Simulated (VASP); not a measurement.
Input of a VASP 6.6.1 run:

Contents of INCAR:

```
SYSTEM = Be2Si
  PREC = Accurate
  ENCUT = 600
  EDIFF = 1E-6
  ISMEAR = -1
  SIGMA = 0.025851999786435532
  LREAL = .False.
  LASPH = .True.
  NELM = 120
  ALGO = Normal
  ISIF = 2
  LWAVE = .False.
  LCHARG = .True.
  GGA = PE
  LELF = .True.
  LVHAR = .True.
  NBANDS = 11
  GGA_COMPAT = .False.
```

KPOINTS

```
regular mesh
0
Gamma
  8 8 8
  0 0 0
```

Contents of POSCAR:

```
Be2Si
1.0
    0.0000000000      2.6400000000      2.6400000000
    2.6400000000      0.0000000000      2.6400000000
    2.6400000000      2.6400000000      0.0000000000
Be Si
2 1
Direct
    0.7500000000      0.7500000000      0.7500000000
    0.2500000000      0.2500000000      0.2500000000
    0.0000000000      0.0000000000      0.0000000000
```

Potentials or basis: VASP PAW PBE potentials, release 64 (Be, Si).

Run with:

```bash
$ cat potpaw_PBE.64/Be/POTCAR potpaw_PBE.64/Si/POTCAR > POTCAR
$ mpirun -np 1 vasp_std > vasp.out
```

Task: Estimate the pressure.

Result: 0.2 GPa.

Task: Estimate the band gap on the k mesh.

Result: Zero (bands 4 and 5 overlap by 0.63 eV).
